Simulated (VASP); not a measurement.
A run of VASP 6.6.1 is set up as follows.

Contents of INCAR:

```
  PREC = Accurate
  ENCUT = 500
  EDIFF = 1E-6
  ISMEAR = 0
  SIGMA = 0.02
  LREAL = False
  LASPH = True
  NELM = 120
  ALGO = Normal
  ISIF = 2
  LWAVE = False
  LCHARG = True
  GGA = PS
  LELF = True
  LVHAR = True
  NBANDS = 11
  GGA_COMPAT = False
```

File KPOINTS:

```
Automatic mesh
0
Gamma
  6 6 6
```

Contents of POSCAR:

```
Si
1.0
    0.0000000000      2.7167270376      2.7167270376
    2.7167270376      0.0000000000      2.7167270376
    2.7167270376      2.7167270376      0.0000000000
Si
2
Direct
    0.5000000000      0.5000000000      0.5000000000
    0.7500000000      0.7500000000      0.7500000000
```

Potentials or basis: VASP PAW PBE potentials, release 64 (Si).

Launch:

```sh
$ cat potpaw_PBE.64/Si/POTCAR > POTCAR
$ mpirun -np 1 vasp_std > vasp.out
```

Q: Predict the band gap on the k mesh.

A: 0.59 eV, indirect (least direct gap 2.51 eV).

Q: What does it give for the pressure?

A: 0.2 GPa.

Caveat: the PAW data sets were made with another functional, which shifts forces and pressure a little. A hybrid or GW would open this gap; PBEsol tends to underestimate it.
